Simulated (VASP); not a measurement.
# Al3N (Immm) in VASP: relaxation of cell and atoms with PBE

Aim: the relaxation of cell and atoms of Al3N with PBE.

Everything below comes from runs of VASP 6.6.1. Logs are shortened: lines on timing, memory, paths and dates and some standing lists are left out, and cuts for length are marked.

### Step 1. The cell of the first run

The structure is orthorhombic, space group Immm (No. 71). Conventional cell: a = 3.819 Å, b = 3.941 Å, c = 8.368 Å, α = 90.00°, β = 90.00°, γ = 90.00°. Al (site symmetry mm2) has 1 N at 1.91 Å within 2.5 Å. Within 2.5 Å of Al (site symmetry mmm) lie 2 N at 1.91 Å. Within 2.5 Å of N (site symmetry mmm) lie 4 Al at 1.91 Å.

The cell was generated, and may not be a known phase.

### Step 2. Relaxation of cell and atoms, PBE

INCAR

```
SYSTEM = Al3N
PREC = Accurate
ENCUT = 600
EDIFF = 1E-6
ISMEAR = 0
SIGMA = 0.1
LREAL = .False.
LASPH = .True.
NELM = 100
ALGO = Fast
ISIF = 3
LWAVE = .False.
LCHARG = .False.
GGA = PE
IBRION = 2
NSW = 100
EDIFFG = -0.01
```

KPOINTS

```
Automatic mesh
0
Gamma
  16 16 16
  0 0 0
```

POSCAR

```
Al3N
1.0
   -1.9096904250      1.9704594195      4.1837885452
    1.9096904250     -1.9704594195      4.1837885452
    1.9096904250      1.9704594195     -4.1837885452
Al N
3 1
Direct
    0.2282330627      0.7282330627      0.5000000000
    0.7717669373      0.2717669373      0.5000000000
    0.0000000000      0.0000000000      0.0000000000
    0.0000000000      0.5000000000      0.5000000000
```

Potentials or basis: VASP PAW PBE potentials, release 64 (Al, N).

On the command line:

```sh
> cat potpaw_PBE.64/Al/POTCAR potpaw_PBE.64/N/POTCAR > POTCAR
> mpirun -np 1 vasp_std > vasp.out
```

OUTCAR:

```text
SYSTEM = Al3N
   PREC = Accurate
   ENCUT = 600
   EDIFF = 1E-6
   ISMEAR = 0
   LREAL = .False.
   LASPH = .True.
   NELM = 100
   ISIF = 3
   GGA = PE
   IBRION = 2
   NSW = 100
   EDIFFG = -0.01

 ion  position               nearest neighbor table
   1  0.228  0.728  0.500-   4 1.91   3 2.70   3 2.70   2 2.77   2 2.77   2 2.77   2 2.77   3 3.01
                             3 3.01
   2  0.772  0.272  0.500-   4 1.91   3 2.70   3 2.70   1 2.77   1 2.77   1 2.77   1 2.77   3 3.01
                             3 3.01
   3  0.000  0.000  0.000-   4 1.91   4 1.91   1 2.70   1 2.70   2 2.70   2 2.70   2 3.01   1 3.01
                             2 3.01   1 3.01
   4  0.000  0.500  0.500-   3 1.91   3 1.91   1 1.91   2 1.91

  LATTYP: Found a body centered orthorhombic cell.
 ALAT       =     3.8193808500
 B/A-ratio  =     1.0318213851
 C/A-ratio  =     2.1908202976

  Lattice vectors:

 A1 = (  -1.9096904250,   1.9704594195,   4.1837885452)
 A2 = (   1.9096904250,  -1.9704594195,   4.1837885452)
 A3 = (   1.9096904250,   1.9704594195,  -4.1837885452)

Analysis of symmetry for initial positions (statically):
=====================================================================
 Subroutine PRICEL returns:
 Original cell was already a primitive cell.

 Routine SETGRP: Setting up the symmetry group for a
 body centered orthorhombic supercell.

 Subroutine GETGRP returns: Found  8 space group operations
 (whereof  8 operations were pure point group operations)
 out of a pool of  8 trial point group operations.

The static configuration has the point symmetry D_2h.

Analysis of symmetry for dynamics (positions and initial velocities):
=====================================================================
 Subroutine PRICEL returns:
 Original cell was already a primitive cell.

 Routine SETGRP: Setting up the symmetry group for a
 body centered orthorhombic supercell.

 Subroutine GETGRP returns: Found  8 space group operations
 (whereof  8 operations were pure point group operations)
 out of a pool of  8 trial point group operations.

The dynamic configuration has the point symmetry D_2h.

 Subroutine INISYM returns: Found  8 space group operations
 (whereof  8 operations are pure point group operations),
 and found     1 'primitive' translations

----------------------------------------------------------------------------------------

                                     Primitive cell

[... 121 lines left out ...]
   AEXX    =    0.0000 exact exchange contribution
   IVDW    =     0    specifies the selected vdW correction
   LEPSILON=     F    determine dielectric tensor
   LRPA    =     F    only Hartree local field effects (RPA)
 conjugate gradient relaxation of ions
 non-spin polarized calculation
 RMM-DIIS sequential band-by-band and
 Gauss-broadening in eV      SIGMA  =   0.10
  energy-cutoff  :      600.00
  volume of cell :       62.97
 maximum number of plane-waves:      2126
   NGX = 19   NGY = 19   NGZ = 19

--------------------------------------- Ionic step        1  -------------------------------------------

 number of electron      14.0000000 magnetization

 Free energy of the ion-electron system (eV)
  ---------------------------------------------------
  ext. energy  EPLUGINS =         0.00000000
  ---------------------------------------------------
  free energy    TOTEN  =       -19.86643617 eV

  energy without entropy =      -19.85982573  energy(sigma->0) =      -19.86313095

------------------------ aborting loop because EDIFF is reached ----------------------------------------

  FORCE on cell =-STRESS in cart. coord.  units (eV):
  Direction    XX          YY          ZZ          XY          YZ          ZX
  --------------------------------------------------------------------------------------
  -------------------------------------------------------------------------------------
  Total        0.1864451     -0.2372214      0.1025913      0.0000000      0.0000000      0.0000000
  in kB        4.7435270     -6.0353759      2.6101223      0.0000000      0.0000000      0.0000000
  external PRESSURE =       0.4394245 kB  Pullay stress =       0.0000000 kB
[... 95 lines left out ...]
  FREE ENERGIE OF THE ION-ELECTRON SYSTEM (eV)
  ---------------------------------------------------
  free  energy   TOTEN  =       -19.8678720072 eV

  energy  without entropy=      -19.8611181620  energy(sigma->0) =      -19.86449508

[... ionic steps 4 to 8 ...]

--------------------------------------- Ionic step        9  -------------------------------------------

 number of electron      14.0000000 magnetization

------------------------ aborting loop because EDIFF is reached ----------------------------------------
[... 71 lines left out ...]
--------------------------------------- Ionic step       11  -------------------------------------------

 number of electron      14.0000000 magnetization

 Free energy of the ion-electron system (eV)
  ---------------------------------------------------
  ext. energy  EPLUGINS =         0.00000000
  ---------------------------------------------------
  free energy    TOTEN  =       -19.87181146 eV

  energy without entropy =      -19.86528272  energy(sigma->0) =      -19.86854709

 E-fermi :   6.6358     XC(G=0):  -9.8423

 val. band max:        6.6334614589   @ k =  -0.1875  -0.4375   0.1875
 cond. band min:       6.6373382749   @ k =  -0.2500   0.4375   0.1875
 fundamental gap:      0.0038768160
 Fermi energy:         6.6358281793

 k-point     1 :       0.0000    0.0000    0.0000
  band No.  band energies     occupation
      1      -9.3389      2.00000
      2      -1.0112      2.00000
      3       0.1492      2.00000
      4       1.0984      2.00000
      5       3.6620      2.00000
      6       6.4761      1.97610
      7       6.5179      1.90466
      8       6.8181      0.00994
      9       7.0437      0.00000
     10       9.4239      0.00000
     11      11.7156      0.00000
[... 309 lines left out ...]
 k-point    24 :      -0.1250    0.0625    0.0000
  band No.  band energies     occupation
      1      -9.2916      2.00000
      2      -1.0148      2.00000
      3       0.1951      2.00000
      4       1.1197      2.00000
      5       3.5277      2.00000
      6       5.6993      2.00000
      7       5.9455      2.00000
      8       7.0320      0.00000
      9       7.6599      0.00000
     10      10.1819      0.00000
     11      10.8792      0.00000

 [... further k-points ...]
[... 5 lines left out ...]
  --------------------------------------------------------------------------------------
  -------------------------------------------------------------------------------------
  Total        0.0145239      0.0059874      0.0340811      0.0000000      0.0000000      0.0000000
  in kB        0.3755895      0.1548345      0.8813391      0.0000000      0.0000000      0.0000000
  external PRESSURE =       0.4705877 kB  Pullay stress =       0.0000000 kB
[... 19 lines left out ...]
  FREE ENERGIE OF THE ION-ELECTRON SYSTEM (eV)
  ---------------------------------------------------
  free  energy   TOTEN  =       -19.8718114583 eV

  energy  without entropy=      -19.8652827162  energy(sigma->0) =      -19.86854709

 reached required accuracy - stopping structural energy minimisation
```

OSZICAR:

```text
N       E                     dE             d eps       ncg     rms          rms(c)
DAV:   1     0.380092917032E+02    0.38009E+02   -0.60873E+03 13686   0.115E+03
DAV:   2    -0.179634076637E+02   -0.55973E+02   -0.52339E+02 18160   0.179E+02
[... 84 lines left out ...]
  10 F= -.19871746E+02 E0= -.19868436E+02  d E =-.346034E-03
       N       E                     dE             d eps       ncg     rms          rms(c)
DAV:   1    -0.198720016673E+02   -0.25552E-03   -0.86664E-03 14967   0.807E-01    0.690E-02
RMM:   2    -0.198718412323E+02    0.16044E-03   -0.36731E-04 13664   0.145E-01    0.290E-02
RMM:   3    -0.198718193291E+02    0.21903E-04   -0.35926E-05 13679   0.671E-02    0.152E-02
RMM:   4    -0.198718109643E+02    0.83648E-05   -0.20620E-05 13662   0.354E-02    0.337E-03
RMM:   5    -0.198718114583E+02   -0.49392E-06   -0.42442E-06 11661   0.167E-02
  11 F= -.19871811E+02 E0= -.19868547E+02  d E =-.411429E-03
```

CONTCAR:

```text
Al3N
   1.00000000000000
    -1.9371787584903084    1.8933877688394332    4.2229165811323730
     1.9371787584903084   -1.8933877688394332    4.2229165811323730
     1.9371787584903084    1.8933877688394332   -4.2229165811323730
  Al              N
     3     1
Direct
     0.2244191648541595    0.7244191648541592    0.5000000000000000
     0.7755808351458408    0.2755808351458405    0.5000000000000000
     0.0000000000000000    0.0000000000000000    0.0000000000000000
     0.0000000000000000    0.5000000000000000    0.5000000000000000

  0.00000000E+00  0.00000000E+00  0.00000000E+00
  0.00000000E+00  0.00000000E+00  0.00000000E+00
  0.00000000E+00  0.00000000E+00  0.00000000E+00
  0.00000000E+00  0.00000000E+00  0.00000000E+00
```

Run time: 67 min. Hardware: 1 thread of Oxide Virtual Turin-like, shared host; peak memory 0.63 GiB.

What came out:

```
Free energy                           : -19.8718 eV
Relaxed volume                        : 15.49 Å³/atom
Relaxed cell                          : a = 5.017 Å, b = 5.017 Å, c = 5.017 Å, α = 134.57°, β = 135.66°, γ = 65.36°
Space group after relaxing (to 0.1 Å) : Immm (No. 71)
Energy gained by relaxing             : 1.3 meV/atom
Ionic steps                           : 11
Pressure after relaxing               : 0.0 GPa
Largest force after relaxing          : 0.005 eV/Å
Band gap on the k mesh                : zero (bands 7 and 8 overlap by 3.74 eV)
```

Forces in eV/Å, atoms in the order of the input:
```
Al   0.000  0.000 -0.005
Al   0.000  0.000  0.005
Al   0.000  0.000  0.000
N    0.000  0.000  0.000
```

Step by step:
```csv
step,energy change (eV),largest force (eV/Å),pressure (GPa),volume (Å³)
1,0.0000,0.0177,0.04,62.97
2,-0.0010,0.0531,-0.21,63.01
3,-0.0014,0.0968,-0.54,63.06
4,-0.0019,0.0887,-0.46,62.98
5,-0.0031,0.0635,-0.24,62.73
6,-0.0041,0.0106,0.20,62.24
7,-0.0041,0.0057,0.25,62.19
8,-0.0045,0.0190,0.13,62.18
9,-0.0050,0.0526,-0.15,62.14
10,-0.0053,0.0197,-0.01,62.01
11,-0.0054,0.0047,0.05,61.96
```

Final structure:
```cif
data_structure
_symmetry_space_group_name_H-M 'P 1'
_symmetry_Int_Tables_number 1
_cell_length_a 5.0170
_cell_length_b 5.0170
_cell_length_c 5.0170
_cell_angle_alpha 134.573
_cell_angle_beta 135.656
_cell_angle_gamma 65.356
_cell_volume 61.96
loop_
_atom_site_label
_atom_site_type_symbol
_atom_site_fract_x
_atom_site_fract_y
_atom_site_fract_z
_atom_site_occupancy
Al1 Al 0.22442 0.72442 0.50000 1
Al2 Al 0.77558 0.27558 0.50000 1
Al3 Al 0.00000 0.00000 0.00000 1
N1 N 0.00000 0.50000 0.50000 1
```
